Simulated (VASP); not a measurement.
# EuMn (Pm-3m) in VASP: further runs

The runs below take EuMn through single point, with PBE+D3(BJ)+U, PBE+U.

Everything below comes from runs of VASP 6.6.1. Logs are shortened: lines on timing, memory, paths and dates and some standing lists are left out, and cuts for length are marked.

## 1. The cell of the first run

The structure is cubic, space group Pm-3m (No. 221). The conventional cell has a = 3.760 Å, b = 3.760 Å, c = 3.760 Å, α = 90.00°, β = 90.00°, γ = 90.00°. Eu (site symmetry m-3m) has 8 Mn at 3.26 Å and 6 Eu at 3.76 Å within 4.3 Å. Within 4.3 Å of Mn (site symmetry m-3m) lie 8 Eu at 3.26 Å and 6 Mn at 3.76 Å.

## 2. Single point, PBE+D3(BJ)+U, collinear spin, ferrimagnetic start

File INCAR:

```
ALGO = Normal ; EDIFF = 1E-6
ENCUT = 520 ; GGA = PE
ISIF = 2 ; ISMEAR = 0
ISPIN = 2 ; IVDW = 12
LASPH = True ; LCHARG = False
LDAU = True ; LDAUJ = 0 0
LDAUL = 3 -1 ; LDAUPRINT = 1
LDAUTYPE = 2 ; LDAUU = 6 0
LMAXMIX = 6 ; LORBIT = 11
LREAL = False ; LWAVE = False
MAGMOM = 7 -3.5 ; NBANDS = 26
NELM = 150 ; PREC = Accurate
SIGMA = 0.05
```

File KPOINTS:

```
k-points
0
Gamma
  8 8 8
```

File POSCAR:

```
EuMn
1.0
    3.7595588182      0.0000000000      0.0000000000
    0.0000000000      3.7595588182      0.0000000000
    0.0000000000      0.0000000000      3.7595588182
Eu Mn
1 1
Direct
    0.0000000000      0.0000000000      0.0000000000
    0.5000000000      0.5000000000      0.5000000000
```

Potentials or basis: VASP PAW PBE potentials, release 64 (Eu, Mn_pv).

Command:

```sh
$ cat potpaw_PBE.64/Eu/POTCAR potpaw_PBE.64/Mn_pv/POTCAR > POTCAR
$ mpirun -np 1 vasp_std > vasp.out
```

OUTCAR:

```text
EDIFF = 1E-6
   ENCUT = 520
   GGA = PE
   ISIF = 2
   ISMEAR = 0
   ISPIN = 2
   IVDW = 12
   LASPH = True
   LORBIT = 11
   LREAL = False
   NELM = 150
   PREC = Accurate
 IVDW          = 12

 ion  position               nearest neighbor table
   1  0.000  0.000  0.000-   2 3.26   2 3.26   2 3.26   2 3.26   2 3.26   2 3.26   2 3.26   2 3.26

   2  0.500  0.500  0.500-   1 3.26   1 3.26   1 3.26   1 3.26   1 3.26   1 3.26   1 3.26   1 3.26

  LATTYP: Found a simple cubic cell.
 ALAT       =     3.7595588182

  Lattice vectors:

 A1 = (   3.7595588182,   0.0000000000,   0.0000000000)
 A2 = (   0.0000000000,   3.7595588182,   0.0000000000)
 A3 = (   0.0000000000,   0.0000000000,   3.7595588182)

Analysis of symmetry for initial positions (statically):
=====================================================================
 Subroutine PRICEL returns:
 Original cell was already a primitive cell.

 Routine SETGRP: Setting up the symmetry group for a
 simple cubic supercell.

 Subroutine GETGRP returns: Found 48 space group operations
 (whereof 48 operations were pure point group operations)
 out of a pool of 48 trial point group operations.

The static configuration has the point symmetry O_h .

Analysis of symmetry for dynamics (positions and initial velocities):
=====================================================================
 Subroutine PRICEL returns:
 Original cell was already a primitive cell.

 Routine SETGRP: Setting up the symmetry group for a
 simple cubic supercell.

 Subroutine GETGRP returns: Found 48 space group operations
[... 193 lines left out ...]
  o =  0.9634  v = -0.6123  0.0000  0.7905  0.0000 -0.0010  0.0102 -0.0007  0.0000  0.0000  0.0000  0.0000  0.0000  0.0000  0.0000      0.0000  0.0000  0.0000  0.0000  0.0000  0.0000  0.0000  0.0000  0.0000  0.0000  0.0000  0.0000  0.0000  0.0000
  o =  0.9634  v = -0.0063 -0.0000  0.0081 -0.0000  0.1180 -0.9887  0.0914  0.0000  0.0000  0.0000  0.0000  0.0000  0.0000  0.0000      0.0000  0.0000  0.0000  0.0000  0.0000  0.0000  0.0000  0.0000  0.0000  0.0000  0.0000  0.0000  0.0000  0.0000
  o =  0.9634  v =  0.0002 -0.0000 -0.0003  0.0000  0.7817  0.1493  0.6055  0.0000  0.0000  0.0000  0.0000  0.0000  0.0000  0.0000      0.0000  0.0000  0.0000  0.0000  0.0000  0.0000  0.0000  0.0000  0.0000  0.0000  0.0000  0.0000  0.0000  0.0000
  o =  0.9650  v =  0.0000  1.0000 -0.0000  0.0000  0.0000 -0.0000 -0.0000  0.0000  0.0000  0.0000  0.0000  0.0000  0.0000  0.0000      0.0000  0.0000  0.0000  0.0000  0.0000  0.0000  0.0000  0.0000  0.0000  0.0000  0.0000  0.0000  0.0000  0.0000
  o =  0.9681  v =  0.0000 -0.0000  0.0000  0.9985 -0.0335 -0.0000  0.0433  0.0000  0.0000  0.0000  0.0000  0.0000  0.0000  0.0000      0.0000  0.0000  0.0000  0.0000  0.0000  0.0000  0.0000  0.0000  0.0000  0.0000  0.0000  0.0000  0.0000  0.0000
  o =  0.9681  v = -0.0000  0.0000  0.0000 -0.0547 -0.6115 -0.0000  0.7894  0.0000  0.0000  0.0000  0.0000  0.0000  0.0000  0.0000      0.0000  0.0000  0.0000  0.0000  0.0000  0.0000  0.0000  0.0000  0.0000  0.0000  0.0000  0.0000  0.0000  0.0000
  o =  0.9681  v =  0.7906 -0.0000  0.6124 -0.0000 -0.0000 -0.0000  0.0000  0.0000  0.0000  0.0000  0.0000  0.0000  0.0000  0.0000      0.0000  0.0000  0.0000  0.0000  0.0000  0.0000  0.0000  0.0000  0.0000  0.0000  0.0000  0.0000  0.0000  0.0000

 number of electron      30.0000034 magnetization       3.5563938

 Free energy of the ion-electron system (eV)
  ---------------------------------------------------
  ext. energy  EPLUGINS =         0.00000000
  ---------------------------------------------------
  free energy    TOTEN  =       -18.77984510 eV

  energy without entropy =      -18.77655598  energy(sigma->0) =      -18.77820054

 E-fermi :   3.5863     XC(G=0): -10.0399

 val. band max:        3.5796915540   @ k =   0.5000   0.3750   0.2500
 cond. band min:       3.5937453489   @ k =   0.5000   0.2500   0.1250
 fundamental gap:      0.0140537949
 Fermi energy:         3.5862683973

 spin component 1

 k-point     1 :       0.0000    0.0000    0.0000
  band No.  band energies     occupation
      1     -42.4309      1.00000
      2     -42.4309      1.00000
      3     -42.4309      1.00000
      4     -36.6152      1.00000
      5     -15.4120      1.00000
      6     -15.4120      1.00000
[... 1385 lines left out ...]
     25      12.8374      0.00000
     26      12.8908      0.00000

 [... further k-points ...]

------------------------ aborting loop because EDIFF is reached ----------------------------------------

 Edisp (eV)   -0.55490

 E8    (eV) :    -0.2856

  FORCE on cell =-STRESS in cart. coord.  units (eV):
  Direction    XX          YY          ZZ          XY          YZ          ZX
  --------------------------------------------------------------------------------------
  -------------------------------------------------------------------------------------
  Total      -0.45887    -0.45887    -0.45887     0.00000    -0.00000    -0.00000
  in kB     -13.83524   -13.83524   -13.83524     0.00000    -0.00000    -0.00000
  external pressure =      -13.84 kB  Pullay stress =        0.00 kB

 VOLUME and BASIS-vectors are now :
 -----------------------------------------------------------------------------
  energy-cutoff  :      520.00
  volume of cell :       53.14
      direct lattice vectors                 reciprocal lattice vectors
     3.759558818  0.000000000  0.000000000     0.265988657  0.000000000  0.000000000
     0.000000000  3.759558818  0.000000000     0.000000000  0.265988657  0.000000000
     0.000000000  0.000000000  3.759558818     0.000000000  0.000000000  0.265988657

 POSITION                                       TOTAL-FORCE (eV/Angst)
 -----------------------------------------------------------------------------------
      0.00000      0.00000      0.00000         0.000000      0.000000      0.000000
      1.87978      1.87978      1.87978         0.000000      0.000000      0.000000
 -----------------------------------------------------------------------------------
    total drift:                                0.000000      0.000000      0.000000

  FREE ENERGIE OF THE ION-ELECTRON SYSTEM (eV)
  ---------------------------------------------------
  free  energy   TOTEN  =       -19.3347457716 eV

  energy  without entropy=      -19.3314566577  energy(sigma->0) =      -19.33310121

 total charge

# of ion       s       p       d       f       tot
--------------------------------------------------
    1        2.070   5.736   0.360   6.757  14.923
    2        0.373   6.097   4.937   0.000  11.407
--------------------------------------------------
tot          2.443  11.832   5.297   6.757  26.330

 magnetization (x)

# of ion       s       p       d       f       tot
--------------------------------------------------
    1        0.010  -0.107   0.176   6.748   6.827
    2       -0.066   0.029  -3.789   0.000  -3.826
--------------------------------------------------
tot         -0.056  -0.078  -3.612   6.748   3.001
```

OSZICAR:

```text
N       E                     dE             d eps       ncg     rms          rms(c)
DAV:   1     0.213148832991E+03    0.21315E+03   -0.13528E+04  5280   0.485E+03
DAV:   2     0.166720974233E+02   -0.19648E+03   -0.17375E+03  4468   0.469E+02
DAV:   3    -0.114300728040E+02   -0.28102E+02   -0.26937E+02  4962   0.135E+02
[... 13 lines left out ...]
DAV:  17    -0.187798329052E+02   -0.12892E-03   -0.35059E-04  5902   0.254E-01    0.137E-01
DAV:  18    -0.187798570256E+02   -0.24120E-04   -0.77473E-05  6320   0.651E-02    0.953E-02
DAV:  19    -0.187798436395E+02    0.13386E-04   -0.58214E-05  5916   0.146E-01    0.275E-02
DAV:  20    -0.187798445250E+02   -0.88550E-06   -0.14284E-05  6882   0.777E-02    0.368E-02
DAV:  21    -0.187798450965E+02   -0.57151E-06   -0.28147E-06  4614   0.115E-02
   1 F= -.19334746E+02 E0= -.19333101E+02  d E =-.328911E-02  mag=     3.5566
```

stdout:

```text
POSCAR found type information on POSCAR EuMn
 POSCAR found :  2 types and       2 ions
 scaLAPACK will be used
 LDA part: xc-table for (Slater+PW92), standard interpolation
 POSCAR, INCAR and KPOINTS ok, starting setup
 FFT: planning ... GRIDC
 FFT: planning ... GRID_SOFT
 FFT: planning ... GRID
 WAVECAR not read
 entering main loop
```

Run time: 77 s. Hardware: 1 thread of AMD EPYC 9R45 (Zen 5), shared host; peak memory 0.22 GiB.

What came out:

- Free energy: -19.3347 eV
- Pressure: -1.4 GPa
- Net moment: 3.56 μB per cell
- Site moments: Eu +6.83; Mn -3.83 μB
- Valence electrons inside the program's atomic spheres: Eu 14.92; Mn 11.41
- Dispersion energy per atom: -0.277 eV

Levels at points of the mesh, in eV from the Fermi level:
Spin up:
| k point | band 13 | band 14 | band 15 | band 16 | band 17 | band 18 | band 19 | band 20 | band 21 | band 22 |
| --- | --- | --- | --- | --- | --- | --- | --- | --- | --- | --- |
| (0.00, 0.00, 0.00) | -1.37 | -1.37 | -1.31 | -1.25 | -1.25 | 1.07 | 1.07 | 1.07 | 2.56 | 2.56 |
| (0.50, 0.00, 0.00) | -1.40 | -1.38 | -1.27 | -1.27 | 0.25 | 1.03 | 1.09 | 1.09 | 1.40 | 1.50 |
| (0.50, 0.50, 0.00) | -1.36 | -1.28 | -1.26 | -1.18 | 0.30 | 0.30 | 1.16 | 1.16 | 1.36 | 1.41 |
| (0.50, 0.50, 0.50) | -1.28 | -1.28 | -0.84 | -0.84 | -0.84 | 0.49 | 0.49 | 0.49 | 1.38 | 1.38 |
Spin down:
```csv
k point,band 9,band 10,band 11,band 12,band 13,band 14,band 15,band 16,band 17,band 18
"(0.00, 0.00, 0.00)",-2.97,-2.97,-2.48,-2.48,-2.48,2.36,2.36,5.65,5.65,5.65
"(0.50, 0.00, 0.00)",-2.72,-2.54,-2.54,-2.42,-1.79,-1.25,2.35,3.09,3.09,6.76
"(0.50, 0.50, 0.00)",-3.11,-2.73,-2.73,-2.02,-1.21,1.43,1.43,2.53,5.17,5.17
"(0.50, 0.50, 0.50)",-2.67,-2.67,-2.01,-2.01,-0.41,-0.41,-0.41,1.66,7.10,7.10
```

Eigenvalues of the final occupation matrices:
| site | spin | trace | eigenvalues |
| --- | --- | --- | --- |
| site 1 f | 1 | 6.76 | 0.96 0.96 0.96 0.96 0.97 0.97 0.97 |
| site 1 f | 2 | 0.00 | 0.00 0.00 0.00 0.00 0.00 0.00 0.00 |

Caveat: spin-orbit coupling is left out, which moves the levels of the heavy elements. The state reached can hang on the start; a lower one may exist.

## 3. Single point, PBE+U, collinear spin, ferrimagnetic start

File INCAR:

```
ALGO = Normal ; EDIFF = 1E-7
ENCUT = 520 ; GGA = PE
ISIF = 2 ; ISMEAR = 0
ISPIN = 2 ; LASPH = T
LCHARG = T ; LDAU = T
LDAUJ = 0 0 ; LDAUL = 3 -1
LDAUPRINT = 1 ; LDAUTYPE = 2
LDAUU = 6 0 ; LELF = T
LMAXMIX = 6 ; LORBIT = 11
LREAL = F ; LVHAR = T
LWAVE = F ; MAGMOM = 7 -3.5
NBANDS = 26 ; NELM = 150
PREC = Accurate ; SIGMA = 0.05
```

File KPOINTS:

```
Automatic mesh
0
Gamma
  8 8 8
  0.5 0.5 0.5
```

POSCAR is that of step 2.

Potentials or basis: VASP PAW PBE potentials, release 64 (Eu, Mn_pv).

Command:

```sh
$ cat potpaw_PBE.64/Eu/POTCAR potpaw_PBE.64/Mn_pv/POTCAR > POTCAR
$ mpirun -np 1 vasp_std > vasp.out
```

It took 52 s on 1 thread of AMD EPYC 9R45 (Zen 5), shared host; peak memory 0.18 GiB.

The run converged. Its results:

```yaml
Free_energy: -18.7836 eV
Pressure: 0.2 GPa
Net_moment: 3.56 μB per cell
Site_moments: Eu +6.83; Mn -3.84 μB
Valence_electrons_inside_the_program's_atomic_spheres: Eu 14.92; Mn 11.41
```

Levels at points of the mesh, in eV from the Fermi level:
Spin up:
```csv
k point,band 14,band 15,band 16,band 17,band 18,band 19,band 20,band 21
"(0.06, 0.06, 0.06)",-1.40,-1.36,-1.14,-1.14,1.01,1.01,1.11,2.51
```
Spin down:
```
           k point  band 9  band 10  band 11  band 12  band 13  band 14  band 15  band 16  band 17  band 18
(0.06, 0.06, 0.06)   -2.97    -2.97    -2.51    -2.51    -2.49     2.30     2.30     4.64     5.37     5.37
```

Eigenvalues of the final occupation matrices:
| site | spin | trace | eigenvalues |
| --- | --- | --- | --- |
| site 1 f | 1 | 6.76 | 0.96 0.96 0.96 0.97 0.97 0.97 0.97 |
| site 1 f | 2 | 0.00 | 0.00 0.00 0.00 0.00 0.00 0.00 0.00 |

Caveat: spin-orbit coupling is left out, which moves the levels of the heavy elements. The state reached can hang on the start; a lower one may exist.

## 4. Single point, PBE+U, collinear spin, ferrimagnetic start

File INCAR:

```
SYSTEM = EuMn
PREC = Accurate
ENCUT = 520
EDIFF = 1E-7
ISMEAR = 1
SIGMA = 0.05
LREAL = .FALSE.
LASPH = .TRUE.
NELM = 150
ALGO = Normal
ISIF = 2
LWAVE = .FALSE.
LCHARG = .TRUE.
ISPIN = 2
MAGMOM = 7 -3.5
LORBIT = 11
LMAXMIX = 6
LDAU = .TRUE.
LDAUTYPE = 2
LDAUL = 3 -1
LDAUU = 6 0
LDAUJ = 0 0
LDAUPRINT = 1
GGA = PE
LELF = .TRUE.
LVHAR = .TRUE.
NBANDS = 26
```

File KPOINTS:

```
Automatic mesh
0
G
  8 8 8
  0 0 0
```

POSCAR is that of step 3.

Potentials or basis: VASP PAW PBE potentials, release 64 (Eu, Mn_pv).

Command:

```sh
$ cat potpaw_PBE.64/Eu/POTCAR potpaw_PBE.64/Mn_pv/POTCAR > POTCAR
$ mpirun -np 1 vasp_std > vasp.out
```

OUTCAR:

```text
SYSTEM = EuMn
   PREC = Accurate
   ENCUT = 520
   EDIFF = 1E-7
   ISMEAR = 1
   LREAL = .FALSE.
   LASPH = .TRUE.
   NELM = 150
   ISIF = 2
   ISPIN = 2
   LORBIT = 11
   GGA = PE

 ion  position               nearest neighbor table
   1  0.000  0.000  0.000-   2 3.26   2 3.26   2 3.26   2 3.26   2 3.26   2 3.26   2 3.26   2 3.26

   2  0.500  0.500  0.500-   1 3.26   1 3.26   1 3.26   1 3.26   1 3.26   1 3.26   1 3.26   1 3.26

  LATTYP: Found a simple cubic cell.
 ALAT       =     3.7595588182

  Lattice vectors:

 A1 = (   3.7595588182,   0.0000000000,   0.0000000000)
 A2 = (   0.0000000000,   3.7595588182,   0.0000000000)
 A3 = (   0.0000000000,   0.0000000000,   3.7595588182)

Analysis of symmetry for initial positions (statically):
=====================================================================
 Subroutine PRICEL returns:
 Original cell was already a primitive cell.

 Routine SETGRP: Setting up the symmetry group for a
 simple cubic supercell.

[... 233 lines left out ...]
 spin component 1

 k-point     1 :       0.0000    0.0000    0.0000
  band No.  band energies     occupation
      1     -42.4329      1.00000
      2     -42.4329      1.00000
      3     -42.4329      1.00000
      4     -36.6149      1.00000
      5     -15.4117      1.00000
      6     -15.4117      1.00000
[... 1385 lines left out ...]
     25      12.8368      0.00000
     26      12.8905      0.00000

 [... further k-points ...]
[... 5 lines left out ...]
  --------------------------------------------------------------------------------------
  -------------------------------------------------------------------------------------
  Total       -0.0041927     -0.0041927     -0.0041927      0.0000000      0.0000000     -0.0000000
  in kB       -0.1264147     -0.1264147     -0.1264147      0.0000000      0.0000000     -0.0000000
  external PRESSURE =      -0.1264147 kB  Pullay stress =       0.0000000 kB

 VOLUME and BASIS-vectors are now :
 -----------------------------------------------------------------------------
  energy-cutoff  :      520.00
  volume of cell :       53.14
      direct lattice vectors                 reciprocal lattice vectors
     3.759558818  0.000000000  0.000000000     0.265988657  0.000000000  0.000000000
     0.000000000  3.759558818  0.000000000     0.000000000  0.265988657  0.000000000
     0.000000000  0.000000000  3.759558818     0.000000000  0.000000000  0.265988657

 POSITION                                       TOTAL-FORCE (eV/Angst)
 -----------------------------------------------------------------------------------
      0.00000      0.00000      0.00000         0.000000      0.000000      0.000000
      1.87978      1.87978      1.87978         0.000000      0.000000      0.000000
 -----------------------------------------------------------------------------------
    total drift:                                0.000000      0.000000      0.000000

  FREE ENERGIE OF THE ION-ELECTRON SYSTEM (eV)
  ---------------------------------------------------
  free  energy   TOTEN  =       -18.7782002232 eV

  energy  without entropy=      -18.7777618079  energy(sigma->0) =      -18.77805408

 total charge

# of ion       s       p       d       f       tot
--------------------------------------------------
    1        2.070   5.736   0.361   6.757  14.923
    2        0.373   6.097   4.937   0.000  11.407
--------------------------------------------------
tot          2.443  11.832   5.298   6.757  26.330

 magnetization (x)

# of ion       s       p       d       f       tot
--------------------------------------------------
    1        0.010  -0.107   0.177   6.747   6.827
    2       -0.066   0.029  -3.788   0.000  -3.825
--------------------------------------------------
tot         -0.056  -0.078  -3.611   6.747   3.002
```

It took 2.7 min on 1 thread of Oxide Virtual Turin-like, shared host; peak memory 0.21 GiB.

What came out:

- Free energy: -18.7782 eV
- Pressure: 0.0 GPa
- Net moment: 3.56 μB per cell
- Site moments: Eu +6.83; Mn -3.83 μB
- Valence electrons inside the program's atomic spheres: Eu 14.92; Mn 11.41

Eigenvalues of the final occupation matrices:
```
    site  spin  trace                         eigenvalues
site 1 f     1   6.76  0.96 0.96 0.96 0.96 0.97 0.97 0.97
site 1 f     2   0.00  0.00 0.00 0.00 0.00 0.00 0.00 0.00
```

Caveat: spin-orbit coupling is left out, which moves the levels of the heavy elements. The state reached can hang on the start; a lower one may exist.

## 5. Summary

```csv
level,k mesh,smearing,gap on the mesh (eV),pressure (GPa),moment (μB)
PBE+D3(BJ)+U,8 × 8 × 8,gaussian 0.05 eV,none,-1.4,3.56
PBE+U,"8 × 8 × 8, shifted",gaussian 0.05 eV,none,0.2,3.56
PBE+U,8 × 8 × 8,methfessel-paxton 0.05 eV,none,0.0,3.56
```

Alike in all rows: task single point; potentials or basis VASP PAW PBE potentials, release 64 (Eu, Mn_pv); spin collinear, ferrimagnetic start; Eu f U = 6.0 eV; cell as given; cutoff (eV) 520.

The pressure there spans -1.4 GPa (PBE+D3(BJ)+U) to 0.2 GPa (PBE+U); a positive pressure means that this level wants a larger cell, a negative one a smaller.

Caveats: spin-orbit coupling is left out, which moves the levels of the heavy elements.

Total energies depend on the potentials used, so only differences within one code and one set of settings carry meaning.
